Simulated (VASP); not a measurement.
# CaB5 (P6/mmm) in VASP: notebook

CaB5 is run at these levels: PBE; tasks: single point, relaxation of cell and atoms.

Program: VASP 6.6.1. These are calculated values, not measurements. Logs are shortened: lines on timing, memory, paths and dates and some standing lists are left out, and cuts for length are marked.

## 1. The cell of the first run

Symmetry: P6/mmm, No. 191, hexagonal system. The conventional cell has a = 4.509 Å, b = 4.509 Å, c = 2.900 Å, α = 90.00°, β = 90.00°, γ = 120.00°. Ca (site symmetry 6/mmm) has 18 B at 2.60 to 2.68 Å and 2 Ca at 2.90 Å within 3.4 Å. Within 2.7 Å of B (site symmetry mmm) lie 8 B at 1.95 to 2.25 Å and 4 Ca at 2.68 Å. B (site symmetry -6m2) has 9 B at 1.95 to 2.60 Å and 3 Ca at 2.60 Å within 2.7 Å.

The cell was built from a structure type or drawn by symmetry, and may not be a known phase.

## 2. Single point, PBE

File INCAR:

```
SYSTEM = CaB5
PREC = Accurate
ENCUT = 520
EDIFF = 1E-7
ISMEAR = 0
SIGMA = 0.1
LREAL = .FALSE.
LASPH = .TRUE.
NELM = 100
ALGO = Normal
ISIF = 2
LWAVE = .FALSE.
LCHARG = .FALSE.
GGA = PE
NBANDS = 22
```

File KPOINTS:

```
regular mesh
0
G
  9 9 14
  0 0 0
```

File POSCAR:

```
CaB5
1.0
    4.5091190626      0.0000000000      0.0000000000
   -2.2545595313      3.9050116569      0.0000000000
    0.0000000000      0.0000000000      2.8996692300
Ca B
1 5
Direct
    0.0000000000      0.0000000000      0.5000000000
    0.0000000000      0.5000000000      0.0000000000
    0.5000000000      0.0000000000      0.0000000000
    0.5000000000      0.5000000000      0.0000000000
    0.6666666667      0.3333333333      0.5000000000
    0.3333333333      0.6666666667      0.5000000000
```

Potentials or basis: VASP PAW PBE potentials, release 64 (Ca_sv, B).

Run with:

```sh
cat potpaw_PBE.64/Ca_sv/POTCAR potpaw_PBE.64/B/POTCAR > POTCAR
mpirun -np 1 vasp_std > vasp.out
```

OUTCAR:

```text
SYSTEM = CaB5
   PREC = Accurate
   ENCUT = 520
   EDIFF = 1E-7
   ISMEAR = 0
   LREAL = .FALSE.
   LASPH = .TRUE.
   NELM = 100
   ISIF = 2
   GGA = PE

 ion  position               nearest neighbor table
   1  0.000  0.000  0.500-   5 2.60   6 2.60   6 2.60   5 2.60   5 2.60   6 2.60
   2  0.000  0.500  0.000-   5 1.95   6 1.95   5 1.95   6 1.95
   3  0.500  0.000  0.000-   5 1.95   6 1.95   5 1.95   6 1.95
   4  0.500  0.500  0.000-   5 1.95   6 1.95   5 1.95   6 1.95
   5  0.667  0.333  0.500-   3 1.95   3 1.95   2 1.95   2 1.95   4 1.95   4 1.95   1 2.60   1 2.60
                             1 2.60
   6  0.333  0.667  0.500-   3 1.95   3 1.95   2 1.95   2 1.95   4 1.95   4 1.95   1 2.60   1 2.60
                             1 2.60

  LATTYP: Found a hexagonal cell.
 ALAT       =     4.5091190626
 C/A-ratio  =     0.6430677899

  Lattice vectors:

 A1 = (   4.5091190626,   0.0000000000,   0.0000000000)
 A2 = (  -2.2545595313,   3.9050116569,   0.0000000000)
 A3 = (   0.0000000000,   0.0000000000,   2.8996692300)

Analysis of symmetry for initial positions (statically):
=====================================================================
 Subroutine PRICEL returns:
 Original cell was already a primitive cell.

 Routine SETGRP: Setting up the symmetry group for a
 hexagonal supercell.

 Subroutine GETGRP returns: Found 24 space group operations
 (whereof 24 operations were pure point group operations)
 out of a pool of 24 trial point group operations.

The static configuration has the point symmetry D_6h.

Analysis of symmetry for dynamics (positions and initial velocities):
=====================================================================
 Subroutine PRICEL returns:
 Original cell was already a primitive cell.

 Routine SETGRP: Setting up the symmetry group for a
 hexagonal supercell.

 Subroutine GETGRP returns: Found 24 space group operations
 (whereof 24 operations were pure point group operations)
 out of a pool of 24 trial point group operations.

The dynamic configuration has the point symmetry D_6h.

 Subroutine INISYM returns: Found 24 space group operations
 (whereof 24 operations are pure point group operations),
 and found     1 'primitive' translations

----------------------------------------------------------------------------------------

                                     Primitive cell

  volume of cell :      51.0578

  direct lattice vectors                    reciprocal lattice vectors
     4.509119063  0.000000000  0.000000000     0.221772809  0.128040591  0.000000000
    -2.254559531  3.905011657  0.000000000     0.000000000  0.256081182  0.000000000
     0.000000000  0.000000000  2.899669230     0.000000000  0.000000000  0.344866921

  length of vectors
     4.509119063  4.509119063  2.899669230     0.256081182  0.256081182  0.344866921

  position of ions in fractional coordinates (direct lattice)
     0.000000000  0.000000000  0.500000000
     1.000000000  0.500000000  0.000000000
     0.500000000  0.000000000  0.000000000
     0.500000000  0.500000000  0.000000000
     0.666666667  0.333333333  0.500000000
     0.333333333  0.666666667  0.500000000

  ion indices of the primitive-cell ions
   primitive index   ion index
                 1           1
                 2           2
                 3           3
                 4           4
                 5           5
                 6           6

----------------------------------------------------------------------------------------

 KPOINTS: regular mesh

Automatic generation of k-mesh.
 Grid dimensions read from file:
 generate k-points for:    9    9   14

 Generating k-lattice:

  Cartesian coordinates                     Fractional coordinates (reciprocal lattice)
     0.024641423  0.014226732  0.000000000     0.111111111 -0.000000000  0.000000000
     0.000000000  0.028453465  0.000000000     0.000000000  0.111111111  0.000000000
     0.000000000  0.000000000  0.024633352     0.000000000  0.000000000  0.071428571

  Length of vectors
     0.028453465  0.028453465  0.024633352

  Shift w.r.t. Gamma in fractional coordinates (k-lattice)
     0.000000000  0.000000000  0.000000000

 Subroutine IBZKPT returns following result:
 ===========================================

 Found     96 irreducible k-points:

 Following reciprocal coordinates:
            Coordinates               Weight
  0.000000  0.000000  0.000000      1.000000
  0.111111 -0.000000  0.000000      6.000000
  0.222222 -0.000000  0.000000      6.000000
  0.333333 -0.000000  0.000000      6.000000
  0.444444 -0.000000  0.000000      6.000000
  0.111111  0.111111  0.000000      6.000000
[... 16 lines left out ...]
  0.333333  0.222222  0.071429     24.000000
  0.333333  0.333333  0.071429      4.000000
 [... further k-points ...]
   k-points           NKPTS =     96   k-points in BZ     NKDIM =     96   number of bands    NBANDS=     22
   number of dos      NEDOS =    301   number of ions     NIONS =      6
   total plane-waves  NPLWV =  31104
   dimension x,y,z NGX =    36 NGY =   36 NGZ =   24
   dimension x,y,z NGXF=    72 NGYF=   72 NGZF=   48
   ions per type =               1   5
   NGX,Y,Z   is equivalent  to a cutoff of  13.27, 13.27, 13.76 a.u.
   NGXF,Y,Z  is equivalent  to a cutoff of  26.55, 26.55, 27.52 a.u.
 SYSTEM =  CaB5
   PREC   = accura    normal or accurate (medium, high low for compatibility)
   ISTART =      0    job   : 0-new  1-cont  2-samecut
   ICHARG =      2    charge: 1-file 2-atom 10-const
   ISPIN  =      1    spin polarized calculation?
   LNONCOLLINEAR =      F non collinear calculations
   LSORBIT =      F    spin-orbit coupling
   LASPH  =      T    aspherical Exc in radial PAW
   ENCUT  =  520.0 eV  38.22 Ry    6.18 a.u.   8.38  8.38  5.39*2*pi/ulx,y,z
   NELM   =    100;   NELMIN=  2; NELMDL= -5     # of ELM steps
   EDIFF  = 0.1E-06   stopping-criterion for ELM
   LREAL  =      F    real-space projection
   EDIFFG = 0.1E-05   stopping-criterion for IOM
   NSW    =      0    number of steps for IOM
   IBRION =     -1    ionic relax: 0-MD 1-quasi-New 2-CG
   NFREE  =      0    steps in history (QN), initial steepest desc. (CG)
   ISIF   =      2    stress and relaxation
   ISYM   =      2    0-nonsym 1-usesym 2-fastsym
   POTIM  = 0.5000    time-step for ionic-motion
   TEBEG  =    0.0;   TEEND  =   0.0 temperature during run
   PSTRESS=    0.0 pullay stress
   NELECT =      25.0000    total number of electrons
   NUPDOWN=      -1.0000    fix difference up-down
   EMIN   =  10.00;   EMAX   =-10.00  energy-range for DOS
   EFERMI =   0.00;   METHOD = LEGACY
   ISMEAR =     0;   SIGMA  =   0.10  broadening in eV -4-tet -1-fermi 0-gaus
   EFERMI_NEDOS =   21; number of points for ismear=-14 and -15
   IALGO  =     38    algorithm
   IMIX   =      4    mixing-type and parameters
     AMIX     =   0.40;   BMIX     =  1.00
     AMIX_MAG =   1.60;   BMIX_MAG =  1.00
  volume/ion in A,a.u.               =       8.51        57.43
  Fermi-wavevector in a.u.,A,eV,Ry     =   1.290330  2.438369 22.653027  1.664951
  Thomas-Fermi vector in A             =   2.422168
   LORBIT       =      0    0 simple, 1 ext, 2 COOP (PROOUT), +10 PAW based schemes
   GGA     = PE    functional components
   LHFCALC =     F    Hartree Fock is set to
   AEXX    =    0.0000 exact exchange contribution
   IVDW    =     0    specifies the selected vdW correction
   LEPSILON=     F    determine dielectric tensor
   LRPA    =     F    only Hartree local field effects (RPA)
 non-spin polarized calculation
 Gauss-broadening in eV      SIGMA  =   0.10
  energy-cutoff  :      520.00
  volume of cell :       51.06
 maximum number of plane-waves:      1404
 NGX is ok and might be reduce to    36
   NGX = 17   NGY = 17   NGZ = 11

 number of electron      25.0000000 magnetization

 Free energy of the ion-electron system (eV)
  ---------------------------------------------------
  ext. energy  EPLUGINS =         0.00000000
  ---------------------------------------------------
  free energy    TOTEN  =       -31.29279297 eV

  energy without entropy =      -31.28333110  energy(sigma->0) =      -31.28806204

 E-fermi :   7.4278     XC(G=0): -11.9859

 val. band max:        7.4200784646   @ k =   0.1111  -0.0000   0.0000
 cond. band min:       7.4332451142   @ k =   0.3333   0.1111   0.1429
 fundamental gap:      0.0131666496
 Fermi energy:         7.4278124140

 k-point     1 :       0.0000    0.0000    0.0000
  band No.  band energies     occupation
      1     -32.4164      2.00000
      2     -13.6694      2.00000
      3     -13.6694      2.00000
      4     -13.0641      2.00000
      5      -7.3536      2.00000
      6      -2.0773      2.00000
[... 14 lines left out ...]
     21      14.3056      0.00000
     22      14.3296      0.00000

 k-point     2 :       0.1111   -0.0000    0.0000
  band No.  band energies     occupation
      1     -32.4159      2.00000
      2     -13.6921      2.00000
      3     -13.6738      2.00000
      4     -13.0632      2.00000
      5      -7.2302      2.00000
      6      -2.6017      2.00000
[... 14 lines left out ...]
     21      13.5492      0.00000
     22      14.2155      0.00000

 k-point     3 :       0.2222   -0.0000    0.0000
  band No.  band energies     occupation
      1     -32.4148      2.00000
      2     -13.7480      2.00000
      3     -13.6850      2.00000
      4     -13.0609      2.00000
      5      -6.8818      2.00000
      6      -3.4407      2.00000
[... 14 lines left out ...]
     21      14.0171      0.00000
     22      14.4827      0.00000
[... 476 lines left out ...]
 k-point    23 :       0.3333    0.2222    0.0714
  band No.  band energies     occupation
      1     -32.4039      2.00000
      2     -13.8095      2.00000
      3     -13.7402      2.00000
      4     -13.1228      2.00000
      5      -5.5281      2.00000
      6      -4.8637      2.00000
[... 14 lines left out ...]
     21      13.9186      0.00000
     22      14.6745      0.00000

 k-point    24 :       0.3333    0.3333    0.0714
  band No.  band energies     occupation
      1     -32.4037      2.00000
      2     -13.7812      2.00000
      3     -13.7812      2.00000
      4     -13.1222      2.00000
      5      -5.1590      2.00000
      6      -5.1590      2.00000
[... 14 lines left out ...]
     21      13.6047      0.00000
     22      15.0186      0.00000

 [... further k-points ...]

------------------------ aborting loop because EDIFF is reached ----------------------------------------

  FORCE on cell =-STRESS in cart. coord.  units (eV):
  Direction    XX          YY          ZZ          XY          YZ          ZX
  --------------------------------------------------------------------------------------
  -------------------------------------------------------------------------------------
  Total        0.1448048      0.1448048      0.0979138     -0.0000000      0.0000000      0.0000000
  in kB        4.5439231      4.5439231      3.0725008     -0.0000000      0.0000000      0.0000000
  external PRESSURE =       4.0534490 kB  Pullay stress =       0.0000000 kB

 VOLUME and BASIS-vectors are now :
 -----------------------------------------------------------------------------
  energy-cutoff  :      520.00
  volume of cell :       51.06
      direct lattice vectors                 reciprocal lattice vectors
     4.509119063  0.000000000  0.000000000     0.221772809  0.128040591  0.000000000
    -2.254559531  3.905011657  0.000000000     0.000000000  0.256081182  0.000000000
     0.000000000  0.000000000  2.899669230     0.000000000  0.000000000  0.344866921

 POSITION                                       TOTAL-FORCE (eV/Angst)
 -----------------------------------------------------------------------------------
      0.00000      0.00000      1.44983        -0.000000      0.000000      0.000000
     -1.12728      1.95251      0.00000        -0.000000      0.000000      0.000000
      2.25456      0.00000      0.00000        -0.000000      0.000000      0.000000
      1.12728      1.95251      0.00000        -0.000000      0.000000      0.000000
      2.25456      1.30167      1.44983         0.000000     -0.000000      0.000000
     -0.00000      2.60334      1.44983         0.000000      0.000000     -0.000000
 -----------------------------------------------------------------------------------
    total drift:                                0.000000     -0.000000     -0.000000

  FREE ENERGIE OF THE ION-ELECTRON SYSTEM (eV)
  ---------------------------------------------------
  free  energy   TOTEN  =       -31.2927929743 eV

  energy  without entropy=      -31.2833310987  energy(sigma->0) =      -31.28806204
```

Wall time 1.7 min (1 thread of Intel Xeon Platinum 8488C (Sapphire Rapids), shared host); peak memory 0.24 GiB.

Results:

| Quantity | Value |
| --- | --- |
| Free energy | -31.2928 eV |
| Pressure | 0.4 GPa |
| Band gap on the k mesh | zero (an odd number of electrons rules out a gap without spin polarisation) |

Stress tensor (GPa, compression positive):
```
0.45 0.00 0.00
0.00 0.45 0.00
0.00 0.00 0.31
```

Levels at points of the mesh, in eV from the Fermi level:
| k point | band 8 | band 9 | band 10 | band 11 | band 12 | band 13 | band 14 | band 15 | band 16 | band 17 |
| --- | --- | --- | --- | --- | --- | --- | --- | --- | --- | --- |
| (0.00, 0.00, 0.00) | -7.75 | -4.14 | -4.14 | -3.59 | -0.13 | 2.67 | 3.77 | 3.77 | 5.47 | 5.47 |
| (0.00, 0.00, 0.50) | -5.75 | -5.75 | -3.72 | -3.72 | -3.09 | -2.30 | -2.30 | 1.91 | 1.91 | 5.89 |

## 3. Relaxation of cell and atoms, PBE

This run uses another cell than the first one, of 8.48 Å³/atom.

File INCAR:

```
SYSTEM = CaB5
PREC = Accurate ; ENCUT = 600
EDIFF = 1E-7 ; ISMEAR = 0
SIGMA = 0.1 ; LREAL = .False.
LASPH = .True. ; NELM = 100
ALGO = Normal ; ISIF = 3
LWAVE = .False. ; LCHARG = .False.
GGA = PE ; IBRION = 2
NSW = 100 ; EDIFFG = -0.01
```

File KPOINTS:

```
regular mesh
0
Gamma
  9 9 14
  0 0 0
```

Changes to POSCAR since step 2:

```diff
@@ -2,5 +2,5 @@
 1.0
-    4.5091190626      0.0000000000      0.0000000000
-   -2.2545595313      3.9050116569      0.0000000000
-    0.0000000000      0.0000000000      2.8996692300
+    4.5040441229      0.0000000000      0.0000000000
+   -2.2520220615      3.9006166302      0.0000000000
+    0.0000000000      0.0000000000      2.8958880603
 Ca B
```

Potentials or basis: VASP PAW PBE potentials, release 64 (Ca_sv, B).

Run with:

```sh
cat potpaw_PBE.64/Ca_sv/POTCAR potpaw_PBE.64/B/POTCAR > POTCAR
mpirun -np 1 vasp_std > vasp.out
```

It took 3.7 min on 1 thread of Intel Xeon Platinum 8488C (Sapphire Rapids), shared host; peak memory 0.24 GiB.

It converged, with:

```
Free energy                           : -31.2978 eV
Relaxed volume                        : 8.53 Å³/atom
Relaxed cell                          : a = 4.513 Å, b = 4.513 Å, c = 2.902 Å, α = 90.00°, β = 90.00°, γ = 120.00°
Space group after relaxing (to 0.1 Å) : P6/mmm (No. 191)
Energy gained by relaxing             : 0.2 meV/atom
Ionic steps                           : 3
Pressure after relaxing               : 0.0 GPa
Band gap on the k mesh                : zero (an odd number of electrons rules out a gap without spin polarisation)
```

Stress tensor (GPa, compression positive):
```
 0.09  0.00  0.00
 0.00  0.09  0.00
 0.00  0.00 -0.16
```

The path:
```
step  energy change (eV)  largest force (eV/Å)  pressure (GPa)  volume (Å³)
   1              0.0000                0.0000            1.01        50.88
   2             -0.0008                0.0000           -0.32        51.27
   3             -0.0009                0.0000            0.01        51.17
```

Final structure:
```yaml
crystal:
  lattice:
    - [4.51255, 0.00000, 0.00000]
    - [-2.25628, 3.90798, 0.00000]
    - [0.00000, 0.00000, 2.90187]
  atoms:
    - { symbol: Ca, position: [0.00000, 0.00000, 0.50000] }
    - { symbol: B, position: [0.00000, 0.50000, 0.00000] }
    - { symbol: B, position: [0.50000, 0.00000, 0.00000] }
    - { symbol: B, position: [0.50000, 0.50000, 0.00000] }
    - { symbol: B, position: [0.66667, 0.33333, 0.50000] }
    - { symbol: B, position: [0.33333, 0.66667, 0.50000] }
```

Levels at points of the mesh, in eV from the Fermi level:
```tsv
k point	band 8	band 9	band 10	band 11	band 12	band 13	band 14	band 15	band 16
(0.00, 0.00, 0.00)	-7.74	-4.13	-4.13	-3.59	-0.13	2.66	3.76	3.76	5.45
(0.00, 0.00, 0.50)	-5.74	-5.74	-3.71	-3.71	-3.09	-2.31	-2.31	1.90	1.90
```

## 4. Single point, PBE

This run uses another cell than the first one, of 8.43 Å³/atom.

File INCAR:

```
SYSTEM = CaB5
PREC = Accurate
ENCUT = 520
EDIFF = 1E-6
ISMEAR = 0
SIGMA = 0.1
LREAL = .FALSE.
LASPH = .TRUE.
NELM = 100
ALGO = Normal
ISIF = 2
LWAVE = .FALSE.
LCHARG = .FALSE.
GGA = PE
NBANDS = 22
```

File KPOINTS:

```
regular mesh
0
G
  6 6 4
  0 0 0
```

File POSCAR:

```
CaB5
1.0
    4.4703076784     -0.0000000027      0.0000000000
   -2.2351538368      3.8714000136      0.0000000000
    0.0000000000      0.0000000000      2.9211929510
Ca B
1 5
Direct
    0.0000000000      0.0000000000      0.5000000000
    0.0000000000      0.5000055183      0.0000000000
    0.5000055183      0.0000000000      0.0000000000
    0.4999944817      0.4999944817      0.0000000000
    0.6666666667      0.3333333333      0.5000000000
    0.3333333333      0.6666666667      0.5000000000
```

Run with:

```sh
cat potpaw_PBE.64/Ca_sv/POTCAR potpaw_PBE.64/B/POTCAR > POTCAR
mpirun -np 1 vasp_std > vasp.out
```

It took 20 s on 1 thread of Intel Xeon Platinum 8488C (Sapphire Rapids), shared host; peak memory 0.18 GiB.

The run converged. Its results:

```yaml
Free_energy: -31.2946 eV
Pressure: 0.3 GPa
Band_gap_on_the_k_mesh: zero (an odd number of electrons rules out a gap without spin polarisation)
```

Stress tensor (GPa, compression positive):
```
0.37 0.00 0.00
0.00 0.37 0.00
0.00 0.00 0.16
```

Levels at points of the mesh, in eV from the Fermi level:
```tsv
k point	band 10	band 11	band 12	band 13	band 14	band 15
(0.00, 0.00, 0.00)	-4.07	-3.84	-0.19	2.54	3.66	3.66
(0.50, 0.00, 0.00)	-2.25	-1.39	-1.22	-0.39	1.63	2.71
(0.00, 0.00, 0.50)	-3.75	-3.75	-3.07	-2.27	-2.27	1.99
(0.50, 0.00, 0.50)	-4.99	-3.59	-1.16	1.26	1.44	1.83
```

Caveat: the k points lie up to 0.54 Å⁻¹ apart, too coarse for converged energies and pressures of a metal.

## 5. Overview

```csv
task,cell,k mesh,cutoff (eV),gap on the mesh (eV),pressure (GPa)
single point,"a = 4.509, b = 4.509, c = 2.900 Å, angles 90.0, 90.0, 120.0°, 6 atoms",9 × 9 × 14,520,none,0.4
relaxation of cell and atoms,"relaxed from a = 4.504, b = 4.504, c = 2.896 Å, angles 90.0, 90.0, 120.0°, 6 atoms",9 × 9 × 14,600,none,0.0
single point,"a = 4.470, b = 4.470, c = 2.921 Å, angles 90.0, 90.0, 120.0°, 6 atoms",6 × 6 × 4,520,none,0.3
```

Alike in all rows: level PBE; potentials or basis VASP PAW PBE potentials, release 64 (Ca_sv, B); no spin polarisation; smearing gaussian 0.1 eV.

Caveats: some runs use coarse meshes.

Absolute energies hang on the potentials; compare differences alone.
